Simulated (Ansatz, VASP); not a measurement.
# SnO2 in VASP and in Ansatz

```xyz
6
Lattice="4.5908 0.0000 0.0000 0.0000 4.5913 0.0000 0.0000 0.0000 3.1014" Properties=species:S:1:pos:R:3 pbc="T T T"
Sn    2.2954    2.2956    1.5507
Sn    0.0000    0.0000    0.0000
O     1.3972    1.3987    0.0000
O     3.6926    0.8970    1.5507
O     0.8982    3.6943    1.5507
O     3.1935    3.1926    0.0000
```

Change from the starting cell: volume 10.895 Å^3 an atom, stretch along a over the lengths across it, relative to the relaxed cell 1.0000.

Alike in both runs: functional LDA; k mesh 6 × 6 × 10; occupations gaussian, width 0.05 eV; no spin polarisation.

Ansatz relaxed the structure, and its values are those at the end. VASP's run is a single point on that final structure, the one shown.

```csv
,VASP,Ansatz
version,VASP 6.6.1,Ansatz 0.2.0
potentials or method,"VASP PAW LDA potentials, release 64 (Sn_d, O), cutoff 520 eV","scalar-relativistic, plane waves, PAW"
valence electrons in the cell,52,52
```

Ansatz gave:

```
gap on the k mesh at the Fermi level (eV) : 2.19
least direct gap on the mesh (eV)         : 2.19
pressure (GPa)                            : 21.6
rms of the force components (eV/Å)        : 0.000
```

**Question.** Estimate VASP's values.

**Answer.** gap on the k mesh at the Fermi level (eV): 2.22; least direct gap on the mesh (eV): 2.22; pressure (GPa): 23.5; rms of the force components (eV/Å): 0.013.

Ansatz warns that its potentials were made for another functional, while VASP's fit it. LDA's correlation is that of Perdew and Zunger in VASP and of Perdew and Wang (1992) in Ansatz. Ansatz's warnings: stress scf threshold loose.
